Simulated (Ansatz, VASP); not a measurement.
One calculation of AlN, two programs

The input INCAR:

```
ALGO = Normal
EDIFF = 1E-6
ENCUT = 520
GGA = CA
ISIF = 2
ISMEAR = 0
LASPH = T
LCHARG = F
LREAL = F
LWAVE = F
NBANDS = 16
NELM = 80
PREC = Accurate
SIGMA = 0.05
```

Contents of KPOINTS:

```
k-points
0
Gamma
  9 9 6
```

Contents of POSCAR:

```
AlN
1.0
    3.0887424016      0.0000000000      0.0000000000
   -1.5443712008      2.6749293856      0.0000000000
    0.0000000000      0.0000000000      4.9437688231
Al N
2 2
Direct
    0.3054902863      0.6666666667      0.0015212672
    0.6945097137      0.3333333333      0.5015212672
    0.3581785820      0.6666666667      0.3834787328
    0.6418214180      0.3333333333      0.8834787328
```

Input for Ansatz:

```yaml
crystal:
  lattice:
    - [3.0887424016, 0.0, 0.0]
    - [-1.5443712008, 2.6749293856, 0.0]
    - [0.0, 0.0, 4.9437688231]
  atoms:
    - { symbol: Al, position: [0.3054902863, 0.6666666667, 0.0015212672] }
    - { symbol: Al, position: [0.6945097137, 0.3333333333, 0.5015212672] }
    - { symbol: "N", position: [0.358178582, 0.6666666667, 0.3834787328] }
    - { symbol: "N", position: [0.641821418, 0.3333333333, 0.8834787328] }
basis:
  ecutwfc: 520.0
kpoints:
  mp_grid: { grid: [9, 9, 6] }
hamiltonian:
  xc: lda
scf:
  occupations: { method: gaussian, width: 0.05 }
output:
  forces: true
  stress: true
  eigenvalues: true
```

Change from the starting cell: mode 4 frozen in at -0.086 Å and mode 5 at +0.000 Å (largest displacements).

Alike in both runs: task single point; functional LDA; k mesh 9 × 9 × 6; occupations gaussian, width 0.05 eV; no spin polarisation.

|  | VASP | Ansatz |
| --- | --- | --- |
| version | VASP 6.6.1 | Ansatz 0.2.0 |
| potentials or method | VASP PAW LDA potentials, release 64 (Al, N), cutoff 520 eV | scalar-relativistic, plane waves, PAW |
| valence electrons in the cell | 16 | 16 |

VASP gave:

| Property | Result |
| --- | --- |
| gap on the k mesh at the Fermi level (eV) | 4.33 |
| least direct gap on the mesh (eV) | 4.33 |
| pressure (GPa) | 0.4 |
| traceless stress, the component that is largest in VASP (GPa) | -0.47 |
| rms of the force components (eV/Å) | 0.223 |

Task: Which values does Ansatz return?

Result: gap on the k mesh at the Fermi level (eV): 4.33; least direct gap on the mesh (eV): 4.33; pressure (GPa): -0.2; traceless stress, the component that is largest in VASP (GPa): -0.49; rms of the force components (eV/Å): 0.223.

LDA's correlation is that of Perdew and Zunger in VASP and of Perdew and Wang (1992) in Ansatz. Atom by atom the forces differ by 0.002 eV/Å (rms over components).
